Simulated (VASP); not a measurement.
# CuO (zincblende type) in VASP: further runs

CuO (zincblende type) is run at these levels: PBE; tasks: electric field gradients.

Everything below comes from runs of VASP 6.6.1. Logs are shortened: lines on timing, memory, paths and dates and some standing lists are left out, and cuts for length are marked.

### 1 The cell of the first run

Symmetry: F-43m, No. 216, cubic system. The conventional cell has a = 4.524 Å, b = 4.524 Å, c = 4.524 Å, α = 90.00°, β = 90.00°, γ = 90.00°. Within 2.6 Å of Cu (site symmetry -43m) lie 4 O at 1.96 Å. Within 2.6 Å of O (site symmetry -43m) lie 4 Cu at 1.96 Å.

### 2 Electric field gradients, PBE

INCAR reads:

```
PREC = Accurate
ENCUT = 520
EDIFF = 1E-8
ISMEAR = -1
SIGMA = 0.05
LREAL = F
LASPH = T
NELM = 80
ALGO = Normal
ISIF = 2
LWAVE = F
LCHARG = F
GGA = PE
LEFG = T
NBANDS = 16
```

KPOINTS reads:

```
regular mesh
0
Gamma
  22 22 22
```

POSCAR reads:

```
CuO
1.0
    0.0000000000      2.2618016073      2.2618016073
    2.2618016073      0.0000000000      2.2618016073
    2.2618016073      2.2618016073      0.0000000000
Cu O
1 1
Direct
    0.0000000000      0.0000000000      0.0000000000
    0.2500000000      0.2500000000      0.2500000000
```

Potentials or basis: VASP PAW PBE potentials, release 64 (Cu, O).

Run with:

```sh
$ cat potpaw_PBE.64/Cu/POTCAR potpaw_PBE.64/O/POTCAR > POTCAR
$ mpirun -np 1 vasp_std > vasp.out
```

OUTCAR:

```text
PREC = Accurate
   ENCUT = 520
   EDIFF = 1E-8
   ISMEAR = -1
   LREAL = F
   LASPH = T
   NELM = 80
   ISIF = 2
   GGA = PE

 ion  position               nearest neighbor table
   1  0.000  0.000  0.000-   2 1.96   2 1.96   2 1.96   2 1.96
   2  0.250  0.250  0.250-   1 1.96   1 1.96   1 1.96   1 1.96

  LATTYP: Found a face centered cubic cell.
 ALAT       =     4.5236032146

  Lattice vectors:

 A1 = (   0.0000000000,   2.2618016073,   2.2618016073)
 A2 = (   2.2618016073,   0.0000000000,   2.2618016073)
 A3 = (   2.2618016073,   2.2618016073,   0.0000000000)

Analysis of symmetry for initial positions (statically):
=====================================================================
 Subroutine PRICEL returns:
 Original cell was already a primitive cell.

 Routine SETGRP: Setting up the symmetry group for a
 face centered cubic supercell.

 Subroutine GETGRP returns: Found 24 space group operations
 (whereof 24 operations were pure point group operations)
 out of a pool of 48 trial point group operations.

The static configuration has the point symmetry T_d .

Analysis of symmetry for dynamics (positions and initial velocities):
=====================================================================
 Subroutine PRICEL returns:
 Original cell was already a primitive cell.

 Routine SETGRP: Setting up the symmetry group for a
 face centered cubic supercell.

 Subroutine GETGRP returns: Found 24 space group operations
 (whereof 24 operations were pure point group operations)
 out of a pool of 48 trial point group operations.

The dynamic configuration has the point symmetry T_d .

 Subroutine INISYM returns: Found 24 space group operations
 (whereof 24 operations are pure point group operations),
 and found     1 'primitive' translations

----------------------------------------------------------------------------------------

                                     Primitive cell

  volume of cell :      23.1416

  direct lattice vectors                    reciprocal lattice vectors
     0.000000000  2.261801607  2.261801607    -0.221062713  0.221062713  0.221062713
     2.261801607  0.000000000  2.261801607     0.221062713 -0.221062713  0.221062713
     2.261801607  2.261801607  0.000000000     0.221062713  0.221062713 -0.221062713

  length of vectors
     3.198670508  3.198670508  3.198670508     0.382891851  0.382891851  0.382891851

  position of ions in fractional coordinates (direct lattice)
     0.000000000  0.000000000  0.000000000
     0.250000000  0.250000000  0.250000000

  ion indices of the primitive-cell ions
   primitive index   ion index
                 1           1
                 2           2

----------------------------------------------------------------------------------------

 KPOINTS: regular mesh

Automatic generation of k-mesh.
 Grid dimensions read from file:
 generate k-points for:   22   22   22

 Generating k-lattice:

  Cartesian coordinates                     Fractional coordinates (reciprocal lattice)
    -0.010048305  0.010048305  0.010048305     0.045454545  0.000000000  0.000000000
     0.010048305 -0.010048305  0.010048305     0.000000000  0.045454545  0.000000000
     0.010048305  0.010048305 -0.010048305     0.000000000  0.000000000  0.045454545

  Length of vectors
     0.017404175  0.017404175  0.017404175

  Shift w.r.t. Gamma in fractional coordinates (k-lattice)
     0.000000000  0.000000000  0.000000000

 Subroutine IBZKPT returns following result:
 ===========================================

 Found    328 irreducible k-points:

 Following reciprocal coordinates:
            Coordinates               Weight
  0.000000  0.000000  0.000000      1.000000
  0.045455  0.000000  0.000000      8.000000
  0.090909  0.000000  0.000000      8.000000
  0.136364  0.000000  0.000000      8.000000
  0.181818  0.000000  0.000000      8.000000
  0.227273  0.000000  0.000000      8.000000
[... 16 lines left out ...]
  0.500000  0.045455  0.000000     24.000000
 -0.454545  0.045455  0.000000     24.000000
 [... further k-points ...]
   k-points           NKPTS =    328   k-points in BZ     NKDIM =    328   number of bands    NBANDS=     16
   number of dos      NEDOS =    301   number of ions     NIONS =      2
   total plane-waves  NPLWV =  13824
   dimension x,y,z NGX =    24 NGY =   24 NGZ =   24
   dimension x,y,z NGXF=    48 NGYF=   48 NGZF=   48
   ions per type =               1   1
   NGX,Y,Z   is equivalent  to a cutoff of  12.47, 12.47, 12.47 a.u.
   NGXF,Y,Z  is equivalent  to a cutoff of  24.95, 24.95, 24.95 a.u.
 SYSTEM =  unknown system
   PREC   = accura    normal or accurate (medium, high low for compatibility)
   ISTART =      0    job   : 0-new  1-cont  2-samecut
   ICHARG =      2    charge: 1-file 2-atom 10-const
   ISPIN  =      1    spin polarized calculation?
   LNONCOLLINEAR =      F non collinear calculations
   LSORBIT =      F    spin-orbit coupling
   LASPH  =      T    aspherical Exc in radial PAW
   ENCUT  =  520.0 eV  38.22 Ry    6.18 a.u.   5.95  5.95  5.95*2*pi/ulx,y,z
   NELM   =     80;   NELMIN=  2; NELMDL= -5     # of ELM steps
   EDIFF  = 0.1E-07   stopping-criterion for ELM
   LREAL  =      F    real-space projection
   EDIFFG = 0.1E-06   stopping-criterion for IOM
   NSW    =      0    number of steps for IOM
   IBRION =     -1    ionic relax: 0-MD 1-quasi-New 2-CG
   NFREE  =      0    steps in history (QN), initial steepest desc. (CG)
   ISIF   =      2    stress and relaxation
   ISYM   =      2    0-nonsym 1-usesym 2-fastsym
   POTIM  = 0.5000    time-step for ionic-motion
   TEBEG  =    0.0;   TEEND  =   0.0 temperature during run
   PSTRESS=    0.0 pullay stress
   NELECT =      17.0000    total number of electrons
   NUPDOWN=      -1.0000    fix difference up-down
   EMIN   =  10.00;   EMAX   =-10.00  energy-range for DOS
   EFERMI =   0.00;   METHOD = LEGACY
   ISMEAR =    -1;   SIGMA  =   0.05  broadening in eV -4-tet -1-fermi 0-gaus
   EFERMI_NEDOS =   21; number of points for ismear=-14 and -15
   IALGO  =     38    algorithm
   IMIX   =      4    mixing-type and parameters
     AMIX     =   0.40;   BMIX     =  1.00
     AMIX_MAG =   1.60;   BMIX_MAG =  1.00
  volume/ion in A,a.u.               =      11.57        78.08
  Fermi-wavevector in a.u.,A,eV,Ry     =   1.477157  2.791422 29.687811  2.181993
  Thomas-Fermi vector in A             =   2.591595
   LORBIT       =      0    0 simple, 1 ext, 2 COOP (PROOUT), +10 PAW based schemes
   GGA     = PE    functional components
   LHFCALC =     F    Hartree Fock is set to
   AEXX    =    0.0000 exact exchange contribution
   IVDW    =     0    specifies the selected vdW correction
   LEPSILON=     F    determine dielectric tensor
   LRPA    =     F    only Hartree local field effects (RPA)
 non-spin polarized calculation
  energy-cutoff  :      520.00
  volume of cell :       23.14
 maximum number of plane-waves:       636
   NGX = 11   NGY = 11   NGZ = 11

 number of electron      17.0000022 magnetization

 Free energy of the ion-electron system (eV)
  ---------------------------------------------------
  ext. energy  EPLUGINS =         0.00000000
  ---------------------------------------------------
  free energy    TOTEN  =        -9.56684299 eV

  energy without entropy =       -9.54632219  energy(sigma->0) =       -9.55658259

 E-fermi :   4.0104     XC(G=0): -11.0365

 val. band max:        4.0055248559   @ k =   0.1818   0.1818   0.0000
 cond. band min:       4.0107830358   @ k =   0.3636   0.2727   0.0909
 fundamental gap:      0.0052581798
 Fermi energy:         4.0104022559

 k-point     1 :       0.0000    0.0000    0.0000
  band No.  band energies     occupation
      1     -14.8766      2.00000
      2      -0.8768      2.00000
      3      -0.8768      2.00000
      4      -0.8768      2.00000
      5       1.9730      2.00000
      6       1.9730      2.00000
[... 8 lines left out ...]
     15      25.0714      0.00000
     16      25.0905      0.00000

 k-point     2 :       0.0455    0.0000    0.0000
  band No.  band energies     occupation
      1     -14.8641      2.00000
      2      -0.9118      2.00000
      3      -0.8702      2.00000
      4      -0.8702      2.00000
      5       1.9706      2.00000
      6       1.9706      2.00000
[... 8 lines left out ...]
     15      24.8272      0.00000
     16      24.8272      0.00000

 k-point     3 :       0.0909    0.0000    0.0000
  band No.  band energies     occupation
      1     -14.8276      2.00000
      2      -1.0094      2.00000
      3      -0.8511      2.00000
      4      -0.8511      2.00000
      5       1.9643      2.00000
      6       1.9643      2.00000
[... 8 lines left out ...]
     15      24.3678      0.00000
     16      24.3678      0.00000

 k-point     4 :       0.1364    0.0000    0.0000
  band No.  band energies     occupation
      1     -14.7692      2.00000
      2      -1.1510      2.00000
      3      -0.8216      2.00000
      4      -0.8216      2.00000
      5       1.9569      2.00000
      6       1.9569      2.00000
[... 8 lines left out ...]
     15      23.9610      0.00000
     16      23.9610      0.00000

 k-point     5 :       0.1818    0.0000    0.0000
  band No.  band energies     occupation
      1     -14.6935      2.00000
      2      -1.3139      2.00000
      3      -0.7846      2.00000
      4      -0.7846      2.00000
      5       1.9523      2.00000
      6       1.9523      2.00000
[... 8 lines left out ...]
     15      23.7143      0.00000
     16      23.7143      0.00000

 k-point     6 :       0.2273    0.0000    0.0000
  band No.  band energies     occupation
      1     -14.6057      2.00000
      2      -1.4775      2.00000
      3      -0.7439      2.00000
      4      -0.7439      2.00000
      5       1.9544      2.00000
      6       1.9545      2.00000
[... 8 lines left out ...]
     15      23.6753      0.00000
     16      23.6753      0.00000
[... 267 lines left out ...]
 k-point    21 :       0.4091    0.0455    0.0000
  band No.  band energies     occupation
      1     -14.2902      2.00000
      2      -1.8783      2.00000
      3      -0.6347      2.00000
      4      -0.6145      2.00000
      5       2.0133      2.00000
      6       2.0670      2.00000
[... 8 lines left out ...]
     15      24.5485      0.00000
     16      25.4358      0.00000

 k-point    22 :       0.4545    0.0455    0.0000
  band No.  band energies     occupation
      1     -14.2416      2.00000
      2      -1.9205      2.00000
      3      -0.6210      2.00000
      4      -0.5987      2.00000
      5       2.0499      2.00000
      6       2.0850      2.00000
[... 8 lines left out ...]
     15      25.0597      0.00000
     16      25.7005      0.00000

 k-point    23 :       0.5000    0.0455    0.0000
  band No.  band energies     occupation
      1     -14.2186      2.00000
      2      -1.9385      2.00000
      3      -0.6152      2.00000
      4      -0.5917      2.00000
      5       2.0740      2.00000
      6       2.0872      2.00000
[... 8 lines left out ...]
     15      25.4384      0.00000
     16      25.7352      0.00000

 k-point    24 :      -0.4545    0.0455    0.0000
  band No.  band energies     occupation
      1     -14.2233      2.00000
      2      -1.9345      2.00000
      3      -0.6167      2.00000
      4      -0.5934      2.00000
      5       2.0705      2.00000
      6       2.0842      2.00000
[... 8 lines left out ...]
     15      25.4746      0.00000
     16      25.5888      0.00000

 [... further k-points ...]
[... 5 lines left out ...]
  --------------------------------------------------------------------------------------
  -------------------------------------------------------------------------------------
  Total        0.0973410      0.0973410      0.0973410     -0.0000000      0.0000000     -0.0000000
  in kB        6.7392720      6.7392720      6.7392720     -0.0000000      0.0000000     -0.0000000
  external PRESSURE =       6.7392720 kB  Pullay stress =       0.0000000 kB

 VOLUME and BASIS-vectors are now :
 -----------------------------------------------------------------------------
  energy-cutoff  :      520.00
  volume of cell :       23.14
      direct lattice vectors                 reciprocal lattice vectors
     0.000000000  2.261801607  2.261801607    -0.221062713  0.221062713  0.221062713
     2.261801607  0.000000000  2.261801607     0.221062713 -0.221062713  0.221062713
     2.261801607  2.261801607  0.000000000     0.221062713  0.221062713 -0.221062713

 POSITION                                       TOTAL-FORCE (eV/Angst)
 -----------------------------------------------------------------------------------
      0.00000      0.00000      0.00000         0.000000      0.000000      0.000000
      1.13090      1.13090      1.13090        -0.000000     -0.000000     -0.000000
 -----------------------------------------------------------------------------------
    total drift:                                0.000001      0.000001      0.000001

  FREE ENERGIE OF THE ION-ELECTRON SYSTEM (eV)
  ---------------------------------------------------
  free  energy   TOTEN  =        -9.5668429866 eV

  energy  without entropy=       -9.5463221887  energy(sigma->0) =       -9.55658259

 Electric field gradients (V/A^2)
---------------------------------------------------------------------
 ion       V_xx      V_yy      V_zz      V_xy      V_xz      V_yz
---------------------------------------------------------------------
   1      -0.000     0.000    -0.000    -0.000    -0.000    -0.000
   2       0.000    -0.000     0.000     0.002     0.002     0.002
---------------------------------------------------------------------

 Electric field gradients after diagonalization (V/A^2)
 (convention: |V_zz| > |V_xx| > |V_yy|)
----------------------------------------------------------------------
 ion       V_xx      V_yy      V_zz     asymmetry (V_yy - V_xx)/ V_zz
----------------------------------------------------------------------
   1       0.000     0.000    -0.001       0.000
   2      -0.002    -0.002     0.003       0.000
----------------------------------------------------------------------

           NMR quadrupolar parameters

 Cq : quadrupolar parameter    Cq=e*Q*V_zz/h
 eta: asymmetry parameters     (V_yy - V_xx)/ V_zz
 Q  : nuclear electric quadrupole moment in mb (millibarn)
----------------------------------------------------------------------
 ion       Cq(MHz)       eta       Q (mb)
----------------------------------------------------------------------
   1      -0.000       0.000       1.000
   2       0.000       0.000       1.000
----------------------------------------------------------------------
```

Run time: 52 s. Hardware: 1 thread of Intel Xeon 6975P-C (Granite Rapids), shared host; peak memory 0.23 GiB.

What came out:

| Property | Result |
| --- | --- |
| Free energy | -9.5668 eV |
| Pressure | 0.7 GPa |

Levels at points of the mesh, in eV from the Fermi level:
| k point | band 7 | band 8 | band 9 | band 10 | band 11 | band 12 |
| --- | --- | --- | --- | --- | --- | --- |
| (0.00, 0.00, 0.00) | 0.80 | 0.80 | 0.80 | 0.99 | 14.37 | 14.37 |
| (0.50, 0.00, 0.00) | -1.82 | -0.02 | -0.02 | 6.16 | 7.92 | 13.98 |
| (0.50, 0.50, 0.00) | -1.40 | -1.14 | -1.14 | 5.86 | 9.98 | 11.56 |

Caveat: without QUAD_EFG the Cq values of the log hold for a quadrupole moment of 1 mb, not for the nuclei; an odd number of electrons without spin polarisation forces a metal; a magnetic or distorted state may lie lower; semilocal functionals often make such compounds metallic where correlation or magnetic order opens a gap, which also shifts bond lengths.

[end of part 1 of 2]
